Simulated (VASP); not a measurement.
A run of VASP 6.6.1:

The input POSCAR:

```
Bi2Se3
1.0
    2.0813660530      1.2016772510     10.0585863649
   -2.0813660530      1.2016772510     10.0585863649
    0.0000000000     -2.4033545019     10.0585863649
Bi Se
2 3
Direct
    0.3976683330      0.3976683330      0.3976683330
    0.6023316670      0.6023316670      0.6023316670
    0.0000000000      0.0000000000      0.0000000000
    0.2176337355      0.2176337355      0.2176337355
    0.7823662645      0.7823662645      0.7823662645
```

The input INCAR.step1:

```
PREC = Accurate ; ENCUT = 520
ISMEAR = 0 ; SIGMA = 0.02
LREAL = F ; LASPH = T
NELM = 80 ; NBANDS = 32
GGA = PE ; ALGO = Normal
EDIFF = 1E-4 ; LWAVE = T
LCHARG = F
```

File INCAR.step2:

```
PREC = Accurate ; ENCUT = 520
EDIFF = 1E-6 ; ISMEAR = 0
SIGMA = 0.02 ; LREAL = F
LASPH = T ; NELM = 80
ALGO = Normal ; ISIF = 2
LWAVE = F ; LCHARG = F
METAGGA = R2SCAN ; LMIXTAU = T
NBANDS = 32 ; ISTART = 1
```

The input KPOINTS:

```
regular mesh
0
Gamma
  6 6 6
```

Potentials or basis: VASP PAW PBE potentials, release 64 (Bi_d, Se).

Run with:

```console
$ cat potpaw_PBE.64/Bi_d/POTCAR potpaw_PBE.64/Se/POTCAR > POTCAR
$ cp INCAR.step1 INCAR
$ mpirun -np 1 vasp_std > vasp.out
$ cp INCAR.step2 INCAR
$ mpirun -np 1 vasp_std > vasp.out
```

Hardware: 1 thread of Intel(R) Xeon(R) 6975P-C (Granite Rapids) (shared host).

Question: Estimate the wall time of this run.

Answer: Run time: 32 min on 1 thread of Intel(R) Xeon(R) 6975P-C (Granite Rapids), with other jobs on the host, peak memory 1.1 GiB. Counts: k points 32.
